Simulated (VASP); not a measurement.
A run of VASP 6.6.1:

INCAR

```
PREC     = Accurate       # precision mode
ENCUT    = 600            # plane-wave cutoff, eV
EDIFF    = 1E-6           # SCF threshold, eV
ISMEAR   = 0              # smearing method
SIGMA    = 0.1            # smearing width, eV
LREAL    = False          # projectors in reciprocal space
LASPH    = True           # aspherical terms in the spheres
NELM     = 80             # most SCF steps
ALGO     = Normal         # electronic algorithm
ISIF     = 3              # what is computed and relaxed
LWAVE    = False          # write WAVECAR
LCHARG   = False          # write CHGCAR
GGA      = PE             # functional
IBRION   = 2              # ionic algorithm
NSW      = 100            # ionic steps
EDIFFG   = -0.01          # ionic threshold
```

Contents of KPOINTS:

```
Automatic mesh
0
Gamma
  8 8 12
```

File POSCAR:

```
HfNb2CN2
1.0
    2.6294809037     -4.9842527840      0.0000000000
    2.6294809037      4.9842527840      0.0000000000
    0.0000000000      0.0000000000      2.9134162957
Hf Nb C N
1 2 1 2
Direct
    0.5000000000      0.5000000000      0.0000000000
    0.1674780922      0.8325219078      0.0000000000
    0.8325219078      0.1674780922      0.0000000000
    0.0000000000      0.0000000000      0.5000000000
    0.0000000000      0.5000000000      0.5000000000
    0.5000000000      0.0000000000      0.5000000000
```

Potentials or basis: VASP PAW PBE potentials, release 64 (Hf_pv, Nb_sv, C, N).

The run is started by

```console
$ cat potpaw_PBE.64/Hf_pv/POTCAR potpaw_PBE.64/Nb_sv/POTCAR potpaw_PBE.64/C/POTCAR potpaw_PBE.64/N/POTCAR > POTCAR
$ mpirun -np 1 vasp_std > vasp.out
```

Hardware: 1 thread of Intel(R) Xeon(R) 6975P-C (Granite Rapids) (shared host).

Task: Estimate the wall time of this run.

Result: Wall time 13 min on 1 thread of Intel(R) Xeon(R) 6975P-C (Granite Rapids), on a shared host, peak memory 0.56 GiB. Counts: scf iterations 45, k points 147, ion steps 5.
